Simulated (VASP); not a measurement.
Set up this calculation in VASP 6.6.1, as the native input.

- Task: single point
- Functional: BLYP
- Potentials or basis: VASP PAW PBE potentials, release 64 (Os_sv_GW)
- Cutoff: 500 eV
- k mesh: 6 × 6 × 4
- Occupations: fermi-dirac, width 0.05 eV
- Spin: no spin polarisation
- Dipole correction: no
- Second run: valence_matched
- Further INCAR settings: ALGO = Normal; EDIFF = 1e-06; NBANDS = 23

The structure of Os lies in POSCAR:

```
Os
1.0
    2.7341000000      0.0000000000      0.0000000000
   -1.3670500000      2.3678000565      0.0000000000
    0.0000000000      0.0000000000      4.3197000000
Os
2
Direct
    0.6666666667      0.3333333333      0.7500000000
    0.3333333333      0.6666666667      0.2500000000
```

These files were run (other wordings do the same):

INCAR

```
PREC = Accurate
ENCUT = 500
EDIFF = 1E-6
ISMEAR = -1
SIGMA = 0.05
LREAL = False
LASPH = True
NELM = 120
ALGO = Normal
ISIF = 2
LWAVE = False
LCHARG = True
GGA = B5
ALDAX = 1.0
AGGAX = 1.0
AGGAC = 1.0
ALDAC = 0.0
LELF = True
LVHAR = True
NBANDS = 23
GGA_COMPAT = False
```

KPOINTS

```
Automatic mesh
0
Gamma
  6 6 4
```

Potentials or basis: VASP PAW PBE potentials, release 64 (Os_sv_GW).

Launch:

```sh
$ cat potpaw_PBE.64/Os_sv_GW/POTCAR > POTCAR
$ mpirun -np 1 vasp_std > vasp.out
```

Results of the run:

```yaml
Pressure: 25.9 GPa
Band_gap_on_the_k_mesh: zero (band 16 reaches 16.38 eV, above the bottom of band 17 at 12.78 eV)
```

Caveat: the k points lie up to 0.44 Å⁻¹ apart; the PAW data sets were made with another functional, which shifts forces and pressure a little; spin-orbit coupling is left out, which moves the levels of the heavy elements.

Wall time 17 s on 1 thread of Intel(R) Xeon(R) Platinum 8488C (Sapphire Rapids), with other jobs on the host, peak memory 0.14 GiB.
